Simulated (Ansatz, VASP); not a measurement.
## One calculation of K, two programs

INCAR

```
PREC = Accurate ; ENCUT = 520
EDIFF = 1E-6 ; ISMEAR = -1
SIGMA = 0.2 ; LREAL = False
LASPH = True ; NELM = 100
ALGO = Normal ; ISIF = 2
LWAVE = False ; LCHARG = False
GGA = CA ; NBANDS = 10
```

KPOINTS

```
regular mesh
0
Gamma
  9 9 9
```

File POSCAR:

```
K
1.0
   -2.5241928768      2.5241928768      2.5241928768
    2.5241928768     -2.5241928768      2.5241928768
    2.5241928768      2.5241928768     -2.5241928768
K
1
Direct
    0.0000000000      0.0000000000      0.0000000000
```

Input for Ansatz:

```yaml
crystal:
  lattice:
    - [-2.5241928768, 2.5241928768, 2.5241928768]
    - [2.5241928768, -2.5241928768, 2.5241928768]
    - [2.5241928768, 2.5241928768, -2.5241928768]
  atoms:
    - { symbol: K, position: [0.0, 0.0, 0.0] }
hamiltonian:
  xc: lda
  pseudopotentials:
    kind: paw
    azcp:
      K: "pseudopotentials/K.paw.azcp"
basis:
  ecutwfc: 420
  fft_grid_basis: typed
kpoints:
  mp_grid: { grid: [9, 9, 9], shift: [0, 0, 0] }
magnetization:
  spin_polarized: false
scf:
  occupations: { method: fermi_dirac, width: 0.2 }
  lower_state_search: "off"
output:
  stress: true
  write_density: true
  write_potential: true
  elf: true
  volumetric_format: npy
```

Alike in both runs: task single point; functional LDA; k mesh 9 × 9 × 9; occupations fermi-dirac, width 0.2 eV; no spin polarisation.

|  | VASP | Ansatz |
| --- | --- | --- |
| version | VASP 6.6.1 | Ansatz 0.2.0 |
| potentials or method | VASP PAW LDA potentials, release 64 (K_sv), cutoff 520 eV | plane waves (420 eV) with PAW, scalar-relativistic |
| valence electrons in the cell | 9 | 9 |

```tsv
	VASP	Ansatz	Ansatz less VASP
pressure (GPa)	0.0	0.0	+0.02
```

Ansatz warns that its potentials were made for another functional, while VASP's fit it. LDA's correlation is that of Perdew and Zunger in VASP and of Perdew and Wang (1992) in Ansatz.
